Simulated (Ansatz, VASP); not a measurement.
Zr in VASP and in Ansatz

INCAR

```
SYSTEM = Zr
ALGO = Normal
EDIFF = 1E-8
ENCUT = 520
GGA = PE
ISIF = 2
ISMEAR = -1
LASPH = .True.
LCHARG = .False.
LEFG = .True.
LREAL = .False.
LWAVE = .False.
NBANDS = 12
NELM = 100
PREC = Accurate
SIGMA = 0.03
```

The input KPOINTS:

```
k-points
0
Gamma
  16 16 16
  0 0 0
```

File POSCAR:

```
Zr
1.0
   -1.8396774058      1.8396774058      1.8396774058
    1.8396774058     -1.8396774058      1.8396774058
    1.8396774058      1.8396774058     -1.8396774058
Zr
1
Direct
    0.0000000000      0.0000000000      0.0000000000
```

Input for Ansatz:

```yaml
crystal:
  lattice:
    - [-1.8396774058, 1.8396774058, 1.8396774058]
    - [1.8396774058, -1.8396774058, 1.8396774058]
    - [1.8396774058, 1.8396774058, -1.8396774058]
  atoms:
    - { symbol: Zr, position: [0.0, 0.0, 0.0] }
kpoints:
  mp_grid: { grid: [16, 16, 16] }
scf:
  occupations: { method: fermi_dirac, width: 0.03 }
hamiltonian:
  xc: pbe
  pseudopotentials: { kind: all_electron, datasets: crystal }
output:
  forces: true
  stress: true
  eigenvalues: true
  efg: { contact_densities: true }
```

Change from the starting cell: volume scaled by 1.05, crystal datasets.

Alike in both runs: task electric field gradients; functional PBE; k mesh 16 × 16 × 16; occupations fermi-dirac, width 0.03 eV; no spin polarisation.

```csv
,VASP,Ansatz
version,VASP 6.6.1,Ansatz 0.2.0
potentials or method,"VASP PAW PBE potentials, release 64 (Zr_sv), cutoff 520 eV","all-electron PAW with datasets made for the crystal, scalar-relativistic"
```

```tsv
	VASP	Ansatz	Ansatz less VASP
pressure (GPa)	-6.6	-6.6	0.00
```

Ansatz ran all-electron here, and VASP with PAW potentials.
